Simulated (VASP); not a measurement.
A run of VASP 6.6.1:

File INCAR:

```
PREC = Accurate ; ENCUT = 520
EDIFF = 1E-6 ; ISMEAR = -1
SIGMA = 0.05 ; LREAL = False
LASPH = True ; NELM = 150
ALGO = Normal ; ISIF = 2
LWAVE = False ; LCHARG = True
ISPIN = 2 ; MAGMOM = 2 0
LORBIT = 11 ; LMAXMIX = 4
GGA = PS ; LELF = True
LVHAR = True ; NBANDS = 18
```

Contents of KPOINTS:

```
Automatic mesh
0
Gamma
  11 11 11
```

Contents of POSCAR:

```
CoO
1.0
    1.5252806262      0.8806211801      2.4720348897
   -1.5252806262      0.8806211801      2.4720348897
    0.0000000000     -1.7612423603      2.4720348897
Co O
1 1
Direct
    0.0000000000      0.0000000000      0.0000000000
    0.5000000000      0.5000000000      0.5000000000
```

Potentials or basis: VASP PAW PBE potentials, release 64 (Co, O).

The run is started by

```bash
$ cat potpaw_PBE.64/Co/POTCAR potpaw_PBE.64/O/POTCAR > POTCAR
$ mpirun -np 1 vasp_std > vasp.out
```

Hardware: 1 thread of Intel(R) Xeon(R) 6975P-C (Granite Rapids), on a shared host.

Question: How long does it take, and how much memory?

Answer: It took 42 s on 1 thread of Intel(R) Xeon(R) 6975P-C (Granite Rapids), on a shared host, peak memory 0.21 GiB. Counts: scf iterations 15, k points 146.
